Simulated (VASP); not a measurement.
# Ta3Si3N (Pm-3m) in VASP: notebook

Ta3Si3N is run at these levels: PBE; tasks: single point, relaxation of cell and atoms.

Everything below comes from runs of VASP 6.6.1. Logs are shortened: lines on timing, memory, paths and dates and some standing lists are left out, and cuts for length are marked.

### 1 The cell of the first run

It takes space group Pm-3m (No. 221, cubic). The conventional cell has a = 4.919 Å, b = 4.919 Å, c = 4.919 Å, α = 90.00°, β = 90.00°, γ = 90.00°. Ta (site symmetry 4/mmm) has 4 Si at 2.46 Å and 2 N at 2.46 Å within 3.2 Å. Within 3.2 Å of Si (site symmetry 4/mmm) lie 4 Ta at 2.46 Å. Within 3.2 Å of N (site symmetry m-3m) lie 6 Ta at 2.46 Å.

### 2 Single point, PBE

The input, INCAR:

```
ALGO     = Normal         # electronic algorithm
EDIFF    = 1E-6           # SCF threshold, eV
ENCUT    = 520            # plane-wave cutoff, eV
GGA      = PE             # functional
ISIF     = 2              # what is computed and relaxed
ISMEAR   = 0              # smearing method
LASPH    = True           # aspherical terms in the spheres
LCHARG   = False          # write CHGCAR
LREAL    = False          # projectors in reciprocal space
LWAVE    = False          # write WAVECAR
NBANDS   = 34             # bands
NELM     = 100            # most SCF steps
PREC     = Accurate       # precision mode
SIGMA    = 0.1            # smearing width, eV
```

The input, KPOINTS:

```
k-points
0
Gamma
  8 8 8
```

The input, POSCAR:

```
Ta3Si3N
1.0
    4.9192953003      0.0000000000      0.0000000000
    0.0000000000      4.9192953003      0.0000000000
    0.0000000000      0.0000000000      4.9192953003
Ta Si N
3 3 1
Direct
    0.5000000000      0.0000000000      0.0000000000
    0.0000000000      0.5000000000      0.0000000000
    0.0000000000      0.0000000000      0.5000000000
    0.5000000000      0.0000000000      0.5000000000
    0.5000000000      0.5000000000      0.0000000000
    0.0000000000      0.5000000000      0.5000000000
    0.0000000000      0.0000000000      0.0000000000
```

Potentials or basis: VASP PAW PBE potentials, release 64 (Ta_pv, Si, N).

Launch:

```sh
$ cat potpaw_PBE.64/Ta_pv/POTCAR potpaw_PBE.64/Si/POTCAR potpaw_PBE.64/N/POTCAR > POTCAR
$ mpirun -np 1 vasp_std > vasp.out
```

OUTCAR:

```text
EDIFF = 1E-6
   ENCUT = 520
   GGA = PE
   ISIF = 2
   ISMEAR = 0
   LASPH = True
   LREAL = False
   NELM = 100
   PREC = Accurate

 ion  position               nearest neighbor table
   1  0.500  0.000  0.000-   4 2.46   5 2.46   7 2.46   4 2.46   5 2.46   7 2.46   3 3.48   2 3.48
                             2 3.48   2 3.48   3 3.48   3 3.48   3 3.48   2 3.48
   2  0.000  0.500  0.000-   5 2.46   6 2.46   7 2.46   6 2.46   7 2.46   5 2.46   3 3.48   1 3.48
                             3 3.48   1 3.48   3 3.48   1 3.48   3 3.48   1 3.48
   3  0.000  0.000  0.500-   4 2.46   6 2.46   7 2.46   7 2.46   6 2.46   4 2.46   2 3.48   2 3.48
                             2 3.48   1 3.48   2 3.48   1 3.48   1 3.48   1 3.48
   4  0.500  0.000  0.500-   1 2.46   3 2.46   1 2.46   3 2.46
   5  0.500  0.500  0.000-   1 2.46   2 2.46   1 2.46   2 2.46
   6  0.000  0.500  0.500-   2 2.46   3 2.46   2 2.46   3 2.46
   7  0.000  0.000  0.000-   1 2.46   2 2.46   3 2.46   3 2.46   2 2.46   1 2.46

  LATTYP: Found a simple cubic cell.
 ALAT       =     4.9192953003

  Lattice vectors:

 A1 = (   4.9192953003,   0.0000000000,   0.0000000000)
 A2 = (   0.0000000000,   4.9192953003,   0.0000000000)
 A3 = (   0.0000000000,   0.0000000000,   4.9192953003)

Analysis of symmetry for initial positions (statically):
=====================================================================
 Subroutine PRICEL returns:
 Original cell was already a primitive cell.

 Routine SETGRP: Setting up the symmetry group for a
 simple cubic supercell.

 Subroutine GETGRP returns: Found 48 space group operations
[... 9 lines left out ...]

 Routine SETGRP: Setting up the symmetry group for a
 simple cubic supercell.

 Subroutine GETGRP returns: Found 48 space group operations
[... 11 lines left out ...]
                                     Primitive cell

  volume of cell :     119.0443

  direct lattice vectors                    reciprocal lattice vectors
     4.919295300  0.000000000  0.000000000     0.203281149  0.000000000  0.000000000
     0.000000000  4.919295300  0.000000000     0.000000000  0.203281149  0.000000000
     0.000000000  0.000000000  4.919295300     0.000000000  0.000000000  0.203281149

  length of vectors
     4.919295300  4.919295300  4.919295300     0.203281149  0.203281149  0.203281149

  position of ions in fractional coordinates (direct lattice)
     0.500000000  0.000000000  0.000000000
     0.000000000  0.500000000  0.000000000
     0.000000000  0.000000000  0.500000000
     0.500000000  0.000000000  0.500000000
     0.500000000  0.500000000  0.000000000
     0.000000000  0.500000000  0.500000000
     0.000000000  0.000000000  0.000000000

  ion indices of the primitive-cell ions
   primitive index   ion index
                 1           1
                 2           2
                 3           3
                 4           4
                 5           5
                 6           6
                 7           7

----------------------------------------------------------------------------------------

 KPOINTS: k-points

Automatic generation of k-mesh.
 Grid dimensions read from file:
 generate k-points for:    8    8    8

 Generating k-lattice:

  Cartesian coordinates                     Fractional coordinates (reciprocal lattice)
     0.025410144  0.000000000  0.000000000     0.125000000  0.000000000  0.000000000
     0.000000000  0.025410144  0.000000000     0.000000000  0.125000000  0.000000000
     0.000000000  0.000000000  0.025410144     0.000000000  0.000000000  0.125000000

  Length of vectors
     0.025410144  0.025410144  0.025410144

  Shift w.r.t. Gamma in fractional coordinates (k-lattice)
     0.000000000  0.000000000  0.000000000

 Subroutine IBZKPT returns following result:
 ===========================================

 Found     35 irreducible k-points:

 Following reciprocal coordinates:
            Coordinates               Weight
  0.000000  0.000000  0.000000      1.000000
  0.125000  0.000000  0.000000      6.000000
  0.250000  0.000000  0.000000      6.000000
  0.375000  0.000000  0.000000      6.000000
  0.500000  0.000000  0.000000      3.000000
  0.125000  0.125000  0.000000     12.000000
[... 16 lines left out ...]
  0.375000  0.375000  0.125000     24.000000
  0.500000  0.375000  0.125000     24.000000
 [... further k-points ...]
   k-points           NKPTS =     35   k-points in BZ     NKDIM =     35   number of bands    NBANDS=     34
   number of dos      NEDOS =    301   number of ions     NIONS =      7
   total plane-waves  NPLWV =  64000
   dimension x,y,z NGX =    40 NGY =   40 NGZ =   40
   dimension x,y,z NGXF=    80 NGYF=   80 NGZF=   80
   ions per type =               3   3   1
   NGX,Y,Z   is equivalent  to a cutoff of  13.52, 13.52, 13.52 a.u.
   NGXF,Y,Z  is equivalent  to a cutoff of  27.04, 27.04, 27.04 a.u.
 SYSTEM =  unknown system
   PREC   = accura    normal or accurate (medium, high low for compatibility)
[... 42 lines left out ...]
  volume of cell :      119.04
 maximum number of plane-waves:      3228
 NGX is ok and might be reduce to    40
   NGX = 19   NGY = 19   NGZ = 19

 number of electron      50.0000008 magnetization

 Free energy of the ion-electron system (eV)
  ---------------------------------------------------
  ext. energy  EPLUGINS =         0.00000000
  ---------------------------------------------------
  free energy    TOTEN  =       -58.23692834 eV

  energy without entropy =      -58.20635759  energy(sigma->0) =      -58.22164297

 E-fermi :   6.3537     XC(G=0): -11.1844

 val. band max:        6.3514906196   @ k =   0.3750   0.1250   0.0000
 cond. band min:       6.3772283110   @ k =   0.5000   0.5000   0.5000
 fundamental gap:      0.0257376914
 Fermi energy:         6.3536693426

 k-point     1 :       0.0000    0.0000    0.0000
  band No.  band energies     occupation
      1     -28.7980      2.00000
      2     -28.7980      2.00000
      3     -28.7980      2.00000
      4     -28.5551      2.00000
      5     -28.5551      2.00000
      6     -28.5551      2.00000
[... 26 lines left out ...]
     33       9.0782      0.00000
     34       9.0782      0.00000

 k-point     2 :       0.1250    0.0000    0.0000
  band No.  band energies     occupation
      1     -28.7961      2.00000
      2     -28.7961      2.00000
      3     -28.7950      2.00000
      4     -28.5561      2.00000
      5     -28.5561      2.00000
      6     -28.5559      2.00000
[... 26 lines left out ...]
     33       9.0333      0.00000
     34       9.0502      0.00000

 k-point     3 :       0.2500    0.0000    0.0000
  band No.  band energies     occupation
      1     -28.7915      2.00000
      2     -28.7915      2.00000
      3     -28.7874      2.00000
      4     -28.5657      2.00000
      5     -28.5597      2.00000
      6     -28.5597      2.00000
[... 26 lines left out ...]
     33       9.0460      0.00000
     34       9.0460      0.00000

 k-point     4 :       0.3750    0.0000    0.0000
  band No.  band energies     occupation
      1     -28.7866      2.00000
      2     -28.7866      2.00000
      3     -28.7789      2.00000
      4     -28.5782      2.00000
      5     -28.5642      2.00000
      6     -28.5642      2.00000
[... 26 lines left out ...]
     33       9.0332      0.00000
     34       9.0332      0.00000

 k-point     5 :       0.5000    0.0000    0.0000
  band No.  band energies     occupation
      1     -28.7846      2.00000
      2     -28.7846      2.00000
      3     -28.7751      2.00000
      4     -28.5837      2.00000
      5     -28.5663      2.00000
      6     -28.5663      2.00000
[... 621 lines left out ...]
 k-point    22 :       0.5000    0.2500    0.1250
  band No.  band energies     occupation
      1     -28.8418      2.00000
      2     -28.7624      2.00000
      3     -28.7272      2.00000
      4     -28.6245      2.00000
      5     -28.5981      2.00000
      6     -28.5818      2.00000
[... 26 lines left out ...]
     33       9.1916      0.00000
     34       9.9509      0.00000

 k-point    23 :       0.3750    0.3750    0.1250
  band No.  band energies     occupation
      1     -28.8515      2.00000
      2     -28.7592      2.00000
      3     -28.7170      2.00000
      4     -28.6351      2.00000
      5     -28.5940      2.00000
      6     -28.5934      2.00000
[... 26 lines left out ...]
     33       9.3376      0.00000
     34       9.4767      0.00000

 k-point    24 :       0.5000    0.3750    0.1250
  band No.  band energies     occupation
      1     -28.8558      2.00000
      2     -28.7572      2.00000
      3     -28.7106      2.00000
      4     -28.6410      2.00000
      5     -28.5984      2.00000
      6     -28.5937      2.00000
[... 26 lines left out ...]
     33       9.3819      0.00000
     34       9.7068      0.00000

 [... further k-points ...]
[... 5 lines left out ...]
  --------------------------------------------------------------------------------------
  -------------------------------------------------------------------------------------
  Total        0.0682211      0.0682211      0.0682211      0.0000000      0.0000000      0.0000000
  in kB        0.9181642      0.9181642      0.9181642      0.0000000      0.0000000      0.0000000
  external PRESSURE =       0.9181642 kB  Pullay stress =       0.0000000 kB

 VOLUME and BASIS-vectors are now :
 -----------------------------------------------------------------------------
  energy-cutoff  :      520.00
  volume of cell :      119.04
      direct lattice vectors                 reciprocal lattice vectors
     4.919295300  0.000000000  0.000000000     0.203281149  0.000000000  0.000000000
     0.000000000  4.919295300  0.000000000     0.000000000  0.203281149  0.000000000
     0.000000000  0.000000000  4.919295300     0.000000000  0.000000000  0.203281149

 POSITION                                       TOTAL-FORCE (eV/Angst)
 -----------------------------------------------------------------------------------
      2.45965      0.00000      0.00000         0.000000      0.000000      0.000000
      0.00000      2.45965      0.00000         0.000000      0.000000      0.000000
      0.00000      0.00000      2.45965         0.000000      0.000000      0.000000
      2.45965      0.00000      2.45965         0.000000      0.000000      0.000000
      2.45965      2.45965      0.00000         0.000000      0.000000      0.000000
      0.00000      2.45965      2.45965         0.000000      0.000000      0.000000
      0.00000      0.00000      0.00000         0.000000      0.000000      0.000000
 -----------------------------------------------------------------------------------
    total drift:                               -0.000000      0.000000     -0.000000

  FREE ENERGIE OF THE ION-ELECTRON SYSTEM (eV)
  ---------------------------------------------------
  free  energy   TOTEN  =       -58.2369283429 eV

  energy  without entropy=      -58.2063575887  energy(sigma->0) =      -58.22164297
```

Wall time 2.2 min (1 thread of Intel Xeon Platinum 8259CL at 2.50GHz (Skylake/Cascade Lake), shared host); peak memory 0.32 GiB.

What came out:

| Property | Result |
| --- | --- |
| Free energy | -58.2369 eV |
| Pressure | 0.1 GPa |
| Band gap on the k mesh | zero (band 25 reaches 7.09 eV, above the bottom of band 26 at 6.00 eV) |

Caveat: spin-orbit coupling is left out, which moves the levels of the heavy elements.

### 3 Relaxation of cell and atoms, PBE

The input, INCAR:

```
SYSTEM = Ta3Si3N
PREC = Accurate ; ENCUT = 600
EDIFF = 1E-6 ; ISMEAR = 0
SIGMA = 0.1 ; LREAL = .False.
LASPH = .True. ; NELM = 100
ALGO = Normal ; ISIF = 3
LWAVE = .False. ; LCHARG = .False.
GGA = PE ; IBRION = 2
NSW = 100 ; EDIFFG = -0.01
```

The input, KPOINTS:

```
regular mesh
0
Gamma
  8 8 8
  0 0 0
```

POSCAR, as its differences from that of step 2:

```diff
@@ -2,5 +2,5 @@
 1.0
-    4.9192953003      0.0000000000      0.0000000000
-    0.0000000000      4.9192953003      0.0000000000
-    0.0000000000      0.0000000000      4.9192953003
+    4.9168685081      0.0000000000      0.0000000000
+    0.0000000000      4.9168685081      0.0000000000
+    0.0000000000      0.0000000000      4.9168685081
 Ta Si N
```

Potentials or basis: VASP PAW PBE potentials, release 64 (Ta_pv, Si, N).

Launch:

```sh
$ cat potpaw_PBE.64/Ta_pv/POTCAR potpaw_PBE.64/Si/POTCAR potpaw_PBE.64/N/POTCAR > POTCAR
$ mpirun -np 1 vasp_std > vasp.out
```

It took 4.5 min on 1 thread of Intel Xeon Platinum 8259CL at 2.50GHz (Skylake/Cascade Lake), shared host; peak memory 0.34 GiB.

It converged, with:

```yaml
Free_energy: -58.2392 eV
Relaxed_volume: 17.01 Å³/atom
Relaxed_cell: a = 4.920 Å, b = 4.920 Å, c = 4.920 Å, α = 90.00°, β = 90.00°, γ = 90.00°
Space_group_after_relaxing_to_0.05_Å: Pm-3m (No. 221)
Energy_gained_by_relaxing: 0.0 meV/atom
Ionic_steps: 3
Pressure_after_relaxing: 0.0 GPa
Band_gap_on_the_k_mesh: zero (band 25 reaches 7.08 eV, above the bottom of band 26 at 6.00 eV)
```

The path:
| step | energy change (eV) | largest force (eV/Å) | pressure (GPa) | volume (Å³) |
| --- | --- | --- | --- | --- |
| 1 | 0.0000 | 0.0000 | 0.29 | 118.87 |
| 2 | 0.0001 | 0.0000 | -0.36 | 119.41 |
| 3 | -0.0002 | 0.0000 | 0.00 | 119.10 |

Final structure:
```cif
data_structure
_symmetry_space_group_name_H-M 'P 1'
_symmetry_Int_Tables_number 1
_cell_length_a 4.9201
_cell_length_b 4.9201
_cell_length_c 4.9201
_cell_angle_alpha 90.000
_cell_angle_beta 90.000
_cell_angle_gamma 90.000
_cell_volume 119.10
loop_
_atom_site_label
_atom_site_type_symbol
_atom_site_fract_x
_atom_site_fract_y
_atom_site_fract_z
_atom_site_occupancy
Ta1 Ta 0.50000 0.00000 0.00000 1
Ta2 Ta 0.00000 0.50000 0.00000 1
Ta3 Ta 0.00000 0.00000 0.50000 1
Si1 Si 0.50000 0.00000 0.50000 1
Si2 Si 0.50000 0.50000 0.00000 1
Si3 Si 0.00000 0.50000 0.50000 1
N1 N 0.00000 0.00000 0.00000 1
```

Levels at points of the mesh, in eV from the Fermi level:
```csv
k point,band 23,band 24,band 25,band 26,band 27,band 28
"(0.00, 0.00, 0.00)",-0.07,-0.07,-0.07,0.35,0.35,0.56
"(0.50, 0.00, 0.00)",-0.69,-0.69,-0.39,-0.20,-0.20,0.51
"(0.50, 0.50, 0.00)",-2.43,-2.43,0.74,0.85,0.93,2.06
"(0.50, 0.50, 0.50)",-3.48,0.02,0.02,2.15,2.15,2.15
```

Caveat: spin-orbit coupling is left out, which moves the levels of the heavy elements.

### 4 Single point, PBE, collinear spin, ferromagnetic start

The input, INCAR:

```
SYSTEM = Ta3Si3N
PREC     = Accurate       ! precision mode
ENCUT    = 520            ! plane-wave cutoff, eV
EDIFF    = 1E-6           ! SCF threshold, eV
ISMEAR   = 0              ! smearing method
SIGMA    = 0.1            ! smearing width, eV
LREAL    = .False.        ! projectors in reciprocal space
LASPH    = .True.         ! aspherical terms in the spheres
NELM     = 150            ! most SCF steps
ALGO     = Normal         ! electronic algorithm
ISIF     = 2              ! what is computed and relaxed
LWAVE    = .False.        ! write WAVECAR
LCHARG   = .False.        ! write CHGCAR
ISPIN    = 2              ! spin polarisation
MAGMOM   = 1 1 1 0 0 0 0  ! initial moments
LORBIT   = 11             ! projections on sites
LMAXMIX  = 4              ! l up to which the mixer works
GGA      = PE             ! functional
NBANDS   = 38             ! bands
```

The input, KPOINTS:

```
regular mesh
0
Gamma
  4 4 4
  0 0 0
```

POSCAR is that of step 3.

Launch:

```sh
$ cat potpaw_PBE.64/Ta_pv/POTCAR potpaw_PBE.64/Si/POTCAR potpaw_PBE.64/N/POTCAR > POTCAR
$ mpirun -np 1 vasp_std > vasp.out
```

Run time: 96 s. Hardware: 1 thread of Intel Xeon Platinum 8259CL at 2.50GHz (Skylake/Cascade Lake), shared host; peak memory 0.32 GiB.

It converged, with:

```yaml
Free_energy: -58.1684 eV
Pressure: -0.1 GPa
Band_gap_on_the_k_mesh: zero (filled and empty bands overlap)
Net_moment: 0.00 μB per cell
Valence_electrons_inside_the_program's_atomic_spheres: Ta 8.86; Si 1.77; N 3.54
```

Levels at points of the mesh, in eV from the Fermi level:
Spin up:
```
           k point  band 22  band 23  band 24  band 25  band 26  band 27  band 28  band 29
(0.00, 0.00, 0.00)    -1.58    -0.07    -0.07    -0.07     0.34     0.34     0.56     0.56
(0.50, 0.00, 0.00)    -0.79    -0.69    -0.69    -0.38    -0.20    -0.20     0.50     0.91
(0.50, 0.50, 0.00)    -2.82    -2.44    -2.44     0.72     0.86     0.93     2.05     2.17
(0.50, 0.50, 0.50)    -3.49    -3.49     0.03     0.03     2.14     2.14     2.14     2.30
```
Spin down:
| k point | band 21 | band 22 | band 23 | band 24 | band 25 | band 26 | band 27 | band 28 | band 29 | band 30 |
| --- | --- | --- | --- | --- | --- | --- | --- | --- | --- | --- |
| (0.00, 0.00, 0.00) | -1.58 | -1.58 | -0.07 | -0.07 | -0.07 | 0.34 | 0.34 | 0.56 | 0.56 | 0.56 |
| (0.50, 0.00, 0.00) | -2.27 | -0.79 | -0.69 | -0.69 | -0.38 | -0.20 | -0.20 | 0.50 | 0.91 | 0.91 |
| (0.50, 0.50, 0.00) | -3.07 | -2.82 | -2.44 | -2.44 | 0.72 | 0.86 | 0.93 | 2.05 | 2.17 | 2.17 |
| (0.50, 0.50, 0.50) | -3.49 | -3.49 | -3.49 | 0.03 | 0.03 | 2.14 | 2.14 | 2.14 | 2.30 | 2.30 |

Caveat: spin-orbit coupling is left out, which moves the levels of the heavy elements.

### 5 Single point, PBE

This run uses another cell than the first one, of 15.86 Å³/atom, 0.933 times its volume.

The input, INCAR:

```
ALGO = Normal ; EDIFF = 1E-6
ENCUT = 520 ; GGA = PE
ISIF = 2 ; ISMEAR = 0
LASPH = True ; LCHARG = False
LREAL = False ; LWAVE = False
NBANDS = 34 ; NELM = 60
PREC = Accurate ; SIGMA = 0.1
```

The input, KPOINTS:

```
k-points
0
Gamma
  4 4 4
```

POSCAR, as its differences from that of step 4:

```diff
@@ -2,5 +2,5 @@
 1.0
-    4.9168685081      0.0000000000      0.0000000000
-    0.0000000000      4.9168685081      0.0000000000
-    0.0000000000      0.0000000000      4.9168685081
+    4.8065757700      0.0000000000      0.0000000000
+    0.0000000000      4.8065757700      0.0000000000
+    0.0000000000      0.0000000000      4.8065757700
 Ta Si N
```

Launch:

```sh
$ cat potpaw_PBE.64/Ta_pv/POTCAR potpaw_PBE.64/Si/POTCAR potpaw_PBE.64/N/POTCAR > POTCAR
$ mpirun -np 1 vasp_std > vasp.out
```

It took 41 s on 1 thread of Intel Xeon 6975P-C (Granite Rapids), shared host; peak memory 0.21 GiB.

Results (log left out):

| Quantity | Value |
| --- | --- |
| Free energy | -57.9013 eV |
| Pressure | 11.6 GPa |
| Band gap on the k mesh | zero (band 25 reaches 7.77 eV, above the bottom of band 26 at 6.63 eV) |

Levels at points of the mesh, in eV from the Fermi level:
```tsv
k point	band 22	band 23	band 24	band 25	band 26	band 27	band 28	band 29
(0.00, 0.00, 0.00)	-1.68	-0.14	-0.14	-0.14	0.38	0.38	0.77	0.77
(0.50, 0.00, 0.00)	-0.96	-0.74	-0.74	-0.46	-0.12	-0.12	0.55	0.98
(0.50, 0.50, 0.00)	-2.96	-2.55	-2.55	0.75	0.89	0.97	2.36	2.40
(0.50, 0.50, 0.50)	-3.70	-3.70	0.01	0.01	2.36	2.36	2.36	2.55
```

Caveat: spin-orbit coupling is left out, which moves the levels of the heavy elements.

### 6 Summary

```csv
task,spin,cell,k mesh,cutoff (eV),gap on the mesh (eV),pressure (GPa)
single point,off,"a = 4.919 Å, 7 atoms",8 × 8 × 8,520,none,0.1
relaxation of cell and atoms,off,"relaxed from a = 4.917 Å, 7 atoms",8 × 8 × 8,600,none,0.0
single point,"collinear, ferromagnetic start","a = 4.917 Å, 7 atoms",4 × 4 × 4,520,none,-0.1
single point,off,"a = 4.807 Å, 7 atoms",4 × 4 × 4,520,none,11.6
```

Alike in all rows: level PBE; potentials or basis VASP PAW PBE potentials, release 64 (Ta_pv, Si, N); smearing gaussian 0.1 eV.

Caveats: spin-orbit coupling is left out, which moves the levels of the heavy elements.

Total energies depend on the potentials used, so only differences within one code and one set of settings carry meaning.
